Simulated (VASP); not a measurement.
# Si3N4 (Fd-3m) in VASP: a series of runs, part 2 of 2

VASP 6.6.1. The steps go on from the part before.

### 4 Single point, PBE (8.19 Å³/atom)

This run uses another cell than the first one, of 8.19 Å³/atom.

Contents of INCAR:

```
  PREC = Accurate
  ENCUT = 520
  EDIFF = 1E-6
  ISMEAR = 0
  SIGMA = 0.02
  LREAL = F
  LASPH = T
  NELM = 60
  ALGO = Normal
  ISIF = 2
  LWAVE = F
  LCHARG = T
  GGA = PE
  LELF = T
  LVHAR = T
  NBANDS = 45
```

Contents of KPOINTS:

```
regular mesh
0
Gamma
  6 6 6
```

Contents of POSCAR:

```
Si3N4
1.0
    0.0000000000      3.8552763524      3.8552763524
    3.8552763524      0.0000000000      3.8552763524
    3.8552763524      3.8552763524      0.0000000000
Si N
6 8
Direct
    0.1250000000      0.1250000000      0.6250000000
    0.1250000000      0.6250000000      0.1250000000
    0.6250000000      0.1250000000      0.1250000000
    0.1250000000      0.1250000000      0.1250000000
    0.7500000000      0.7500000000      0.7500000000
    0.5000000000      0.5000000000      0.5000000000
    0.3677104265      0.3677104265      0.3677104265
    0.3531312796      0.8822895735      0.8822895735
    0.8822895735      0.8822895735      0.3531312796
    0.8822895735      0.3531312796      0.8822895735
    0.3677104265      0.3677104265      0.8968687204
    0.3677104265      0.8968687204      0.3677104265
    0.8822895735      0.8822895735      0.8822895735
    0.8968687204      0.3677104265      0.3677104265
```

Potentials or basis: VASP PAW PBE potentials, release 64 (Si, N).

Started as:

```sh
$ cat potpaw_PBE.64/Si/POTCAR potpaw_PBE.64/N/POTCAR > POTCAR
$ mpirun -np 1 vasp_std > vasp.out
```

OUTCAR:

```text
PREC = Accurate
   ENCUT = 520
   EDIFF = 1E-6
   ISMEAR = 0
   LREAL = F
   LASPH = T
   NELM = 60
   ISIF = 2
   GGA = PE

 ion  position               nearest neighbor table
   1  0.125  0.125  0.625-   7 1.87  13 1.87  10 1.87  12 1.87   8 1.87  14 1.87   4 2.73   2 2.73
                             3 2.73   4 2.73   2 2.73   3 2.73
   2  0.125  0.625  0.125-   7 1.87  13 1.87   9 1.87  11 1.87   8 1.87  14 1.87   4 2.73   1 2.73
                             1 2.73   3 2.73   4 2.73   3 2.73
[... 988 lines left out ...]
  energy-cutoff  :      520.00
  volume of cell :      114.60
      direct lattice vectors                 reciprocal lattice vectors
     0.000000000  3.855276352  3.855276352    -0.129692389  0.129692389  0.129692389
     3.855276352  0.000000000  3.855276352     0.129692389 -0.129692389  0.129692389
     3.855276352  3.855276352  0.000000000     0.129692389  0.129692389 -0.129692389

 POSITION                                       TOTAL-FORCE (eV/Angst)
 -----------------------------------------------------------------------------------
      2.89146      2.89146      0.96382         0.000000      0.000000      0.000000
      2.89146      0.96382      2.89146         0.000000      0.000000      0.000000
      0.96382      2.89146      2.89146         0.000000      0.000000      0.000000
      0.96382      0.96382      0.96382         0.000000      0.000000      0.000000
      5.78291      5.78291      5.78291         0.000000      0.000000      0.000000
      3.85528      3.85528      3.85528         0.000000      0.000000      0.000000
      2.83525      2.83525      2.83525         0.004707      0.004707      0.004707
      6.80294      4.76289      4.76289        -0.004707      0.004707      0.004707
      4.76289      4.76289      6.80294         0.004707      0.004707     -0.004707
      4.76289      6.80294      4.76289         0.004707     -0.004707      0.004707
      4.87530      4.87530      2.83525        -0.004707     -0.004707      0.004707
      4.87530      2.83525      4.87530        -0.004707      0.004707     -0.004707
      6.80294      6.80294      6.80294        -0.004707     -0.004707     -0.004707
      2.83525      4.87530      4.87530         0.004707     -0.004707     -0.004707
 -----------------------------------------------------------------------------------
    total drift:                                0.000000      0.000000     -0.000000

  FREE ENERGIE OF THE ION-ELECTRON SYSTEM (eV)
  ---------------------------------------------------
  free  energy   TOTEN  =      -112.3824791089 eV

  energy  without entropy=     -112.3824791089  energy(sigma->0) =     -112.38247911
```

Wall time 3.1 min (1 thread of Intel Xeon 8259CL, shared host); peak memory 0.27 GiB.

Results:

| Quantity | Value |
| --- | --- |
| Free energy | -112.3825 eV |
| Pressure | 9.3 GPa |
| Largest force | 0.008 eV/Å |
| Band gap on the k mesh | 3.45 eV (least direct gap 3.48 eV) |

Forces in eV/Å, atoms in the order of the input:
```
Si   0.000  0.000  0.000
Si   0.000  0.000  0.000
Si   0.000  0.000  0.000
Si   0.000  0.000  0.000
Si   0.000  0.000  0.000
Si   0.000  0.000  0.000
N    0.005  0.005  0.005
N   -0.005  0.005  0.005
N    0.005  0.005 -0.005
N    0.005 -0.005  0.005
N   -0.005 -0.005  0.005
N   -0.005  0.005 -0.005
N   -0.005 -0.005 -0.005
N    0.005 -0.005 -0.005
```

Levels at points of the mesh, in eV from the valence-band top:
```tsv
k point	band 28	band 29	band 30	band 31	band 32	band 33	band 34	band 35	band 36	band 37
(0.00, 0.00, 0.00)	-0.18	-0.18	-0.03	-0.03	-0.03	3.45	3.45	3.45	5.08	6.36
(0.50, 0.00, 0.00)	-0.86	-0.48	-0.48	-0.36	-0.36	5.05	5.85	5.85	6.48	6.95
(0.50, 0.50, 0.00)	-1.71	-1.14	-1.14	-0.46	-0.46	6.78	6.78	7.09	7.09	7.99
```

Caveat: the cell stands under pressure. A k mesh can miss the band edges.

### 5 Single point, PBE

This run uses another cell than the first one, of 8.43 Å³/atom.

Contents of INCAR:

```
SYSTEM = Si3N4
PREC     = Accurate       ! precision mode
ENCUT    = 520            ! plane-wave cutoff, eV
EDIFF    = 1E-6           ! SCF threshold, eV
ISMEAR   = 0              ! smearing method
SIGMA    = 0.02           ! smearing width, eV
LREAL    = .False.        ! projectors in reciprocal space
LASPH    = .True.         ! aspherical terms in the spheres
NELM     = 100            ! most SCF steps
ALGO     = Normal         ! electronic algorithm
ISIF     = 2              ! what is computed and relaxed
LWAVE    = .False.        ! write WAVECAR
LCHARG   = .False.        ! write CHGCAR
GGA      = PE             ! functional
NBANDS   = 45             ! bands
```

Contents of KPOINTS:

```
Automatic mesh
0
Gamma
  6 6 6
  0 0 0
```

Contents of POSCAR:

```
Si3N4
1.0
    0.0000000000      3.8937180000      3.8937180000
    3.8937180000      0.0000000000      3.8937180000
    3.8937180000      3.8937180000      0.0000000000
Si N
6 8
Direct
    0.1250000000      0.1250000000      0.6250000000
    0.1250000000      0.6250000000      0.1250000000
    0.6250000000      0.1250000000      0.1250000000
    0.1250000000      0.1250000000      0.1250000000
    0.7500000000      0.7500000000      0.7500000000
    0.5000000000      0.5000000000      0.5000000000
    0.3675630000      0.3675630000      0.3675630000
    0.3526890000      0.8824370000      0.8824370000
    0.8824370000      0.8824370000      0.3526890000
    0.8824370000      0.3526890000      0.8824370000
    0.3675630000      0.3675630000      0.8973110000
    0.3675630000      0.8973110000      0.3675630000
    0.8824370000      0.8824370000      0.8824370000
    0.8973110000      0.3675630000      0.3675630000
```

Potentials or basis: VASP PAW PBE potentials, release 64 (Si, N).

Started as:

```sh
$ cat potpaw_PBE.64/Si/POTCAR potpaw_PBE.64/N/POTCAR > POTCAR
$ mpirun -np 1 vasp_std > vasp.out
```

OUTCAR:

```text
SYSTEM = Si3N4
   PREC = Accurate
   ENCUT = 520
   EDIFF = 1E-6
   ISMEAR = 0
   LREAL = .False.
   LASPH = .True.
   NELM = 100
   ISIF = 2
   GGA = PE

 ion  position               nearest neighbor table
   1  0.125  0.125  0.625-   7 1.89  13 1.89  10 1.89  12 1.89   8 1.89  14 1.89   4 2.75   2 2.75
                             3 2.75   4 2.75   2 2.75   3 2.75
   2  0.125  0.625  0.125-   7 1.89  13 1.89   9 1.89  11 1.89   8 1.89  14 1.89   4 2.75   1 2.75
                             1 2.75   3 2.75   4 2.75   3 2.75
   3  0.625  0.125  0.125-   7 1.89  13 1.89  10 1.89  11 1.89  12 1.89   9 1.89   4 2.75   1 2.75
                             2 2.75   1 2.75   2 2.75   4 2.75
   4  0.125  0.125  0.125-   9 1.89  11 1.89  10 1.89   8 1.89  12 1.89  14 1.89   1 2.75   2 2.75
                             3 2.75   1 2.75   2 2.75   3 2.75
   5  0.750  0.750  0.750-   8 1.79   9 1.79  10 1.79  13 1.79
   6  0.500  0.500  0.500-  11 1.79  12 1.79  14 1.79   7 1.79
   7  0.368  0.368  0.368-   6 1.79   2 1.89   3 1.89   1 1.89
   8  0.353  0.882  0.882-   5 1.79   4 1.89   1 1.89   2 1.89
   9  0.882  0.882  0.353-   5 1.79   4 1.89   2 1.89   3 1.89
  10  0.882  0.353  0.882-   5 1.79   4 1.89   1 1.89   3 1.89
  11  0.368  0.368  0.897-   6 1.79   4 1.89   2 1.89   3 1.89
  12  0.368  0.897  0.368-   6 1.79   4 1.89   1 1.89   3 1.89
  13  0.882  0.882  0.882-   5 1.79   2 1.89   3 1.89   1 1.89
  14  0.897  0.368  0.368-   6 1.79   4 1.89   1 1.89   2 1.89

  LATTYP: Found a face centered cubic cell.
 ALAT       =     7.7874360000

  Lattice vectors:

 A1 = (   0.0000000000,   3.8937180000,   3.8937180000)
 A2 = (   3.8937180000,   0.0000000000,   3.8937180000)
 A3 = (   3.8937180000,   3.8937180000,   0.0000000000)

Analysis of symmetry for initial positions (statically):
=====================================================================
 Subroutine PRICEL returns:
 Original cell was already a primitive cell.

 Routine SETGRP: Setting up the symmetry group for a
 face centered cubic supercell.

 Subroutine GETGRP returns: Found 48 space group operations
 (whereof 24 operations were pure point group operations)
[... 171 lines left out ...]

 number of electron      64.0000005 magnetization

 Free energy of the ion-electron system (eV)
  ---------------------------------------------------
  ext. energy  EPLUGINS =         0.00000000
  ---------------------------------------------------
  free energy    TOTEN  =      -112.48433137 eV

  energy without entropy =     -112.48433137  energy(sigma->0) =     -112.48433137

 E-fermi :   9.2667     XC(G=0): -12.2191

 val. band max:        9.0990073234   @ k =  -0.1667   0.1667   0.0000
 cond. band min:      12.4322915501   @ k =   0.0000   0.0000   0.0000
 fundamental gap:      3.3332842267
 Fermi energy:         9.2666613923

 k-point     1 :       0.0000    0.0000    0.0000
  band No.  band energies     occupation
      1      -9.6647      2.00000
      2      -6.3923      2.00000
      3      -5.4717      2.00000
      4      -5.4717      2.00000
      5      -5.4717      2.00000
      6      -4.5100      2.00000
[... 741 lines left out ...]
     43      18.8892      0.00000
     44      18.8892      0.00000
 [bands above 44 left out]

------------------------ aborting loop because EDIFF is reached ----------------------------------------

  FORCE on cell =-STRESS in cart. coord.  units (eV):
  Direction    XX          YY          ZZ          XY          YZ          ZX
  --------------------------------------------------------------------------------------
  -------------------------------------------------------------------------------------
  Total        0.0076098      0.0076098      0.0076098      0.0000000     -0.0000000      0.0000000
  in kB        0.1032665      0.1032665      0.1032665      0.0000000     -0.0000000      0.0000000
  external PRESSURE =       0.1032665 kB  Pullay stress =       0.0000000 kB

 VOLUME and BASIS-vectors are now :
 -----------------------------------------------------------------------------
  energy-cutoff  :      520.00
  volume of cell :      118.07
      direct lattice vectors                 reciprocal lattice vectors
     0.000000000  3.893718000  3.893718000    -0.128411970  0.128411970  0.128411970
     3.893718000  0.000000000  3.893718000     0.128411970 -0.128411970  0.128411970
     3.893718000  3.893718000  0.000000000     0.128411970  0.128411970 -0.128411970

 POSITION                                       TOTAL-FORCE (eV/Angst)
 -----------------------------------------------------------------------------------
      2.92029      2.92029      0.97343         0.000000      0.000000      0.000000
      2.92029      0.97343      2.92029         0.000000      0.000000     -0.000000
      0.97343      2.92029      2.92029         0.000000      0.000000     -0.000000
      0.97343      0.97343      0.97343         0.000000      0.000000     -0.000000
      5.84058      5.84058      5.84058         0.000000      0.000000      0.000000
      3.89372      3.89372      3.89372         0.000000      0.000000     -0.000000
      2.86237      2.86237      2.86237        -0.001803     -0.001803     -0.001803
      6.87192      4.80923      4.80923         0.001803     -0.001803     -0.001803
      4.80923      4.80923      6.87192        -0.001803     -0.001803      0.001803
      4.80923      6.87192      4.80923        -0.001803      0.001803     -0.001803
      4.92506      4.92506      2.86237         0.001803      0.001803     -0.001803
      4.92506      2.86237      4.92506         0.001803     -0.001803      0.001803
      6.87192      6.87192      6.87192         0.001803      0.001803      0.001803
      2.86237      4.92506      4.92506        -0.001803      0.001803      0.001803
 -----------------------------------------------------------------------------------
    total drift:                                0.000000      0.000000      0.000000

  FREE ENERGIE OF THE ION-ELECTRON SYSTEM (eV)
  ---------------------------------------------------
  free  energy   TOTEN  =      -112.4843313720 eV

  energy  without entropy=     -112.4843313720  energy(sigma->0) =     -112.48433137
```

Wall time 2.3 min (1 thread of Intel Xeon 8259CL, shared host); peak memory 0.27 GiB.

What came out:

| Property | Result |
| --- | --- |
| Free energy | -112.4843 eV |
| Pressure | 0.0 GPa |
| Largest force | 0.003 eV/Å |
| Band gap on the k mesh | 3.33 eV (least direct gap 3.37 eV) |

Forces in eV/Å, atoms in the order of the input:
```
Si   0.000  0.000  0.000
Si   0.000  0.000  0.000
Si   0.000  0.000  0.000
Si   0.000  0.000  0.000
Si   0.000  0.000  0.000
Si   0.000  0.000  0.000
N   -0.002 -0.002 -0.002
N    0.002 -0.002 -0.002
N   -0.002 -0.002  0.002
N   -0.002  0.002 -0.002
N    0.002  0.002 -0.002
N    0.002 -0.002  0.002
N    0.002  0.002  0.002
N   -0.002  0.002  0.002
```

A k mesh can miss the band edges.

### 6 Overview

```tsv
cell	gap on the mesh (eV)	pressure (GPa)	largest force (eV/Å)
a = 5.337 Å, angles 60.0°, 14 atoms	3.71	33.4	0.01
a = 5.395 Å, angles 60.0°, 14 atoms	3.58	20.4	0.01
a = 5.452 Å, angles 60.0°, 14 atoms	3.45	9.3	0.01
a = 5.507 Å, angles 60.0°, 14 atoms	3.33	0.0	-
```

Alike in all rows: task single point; level PBE; potentials or basis VASP PAW PBE potentials, release 64 (Si, N); no spin polarisation; k mesh 6 × 6 × 6; cutoff (eV) 520; smearing gaussian 0.02 eV.

Caveats: the cell stands under pressure (at least some runs).

Absolute energies hang on the potentials; compare differences alone.
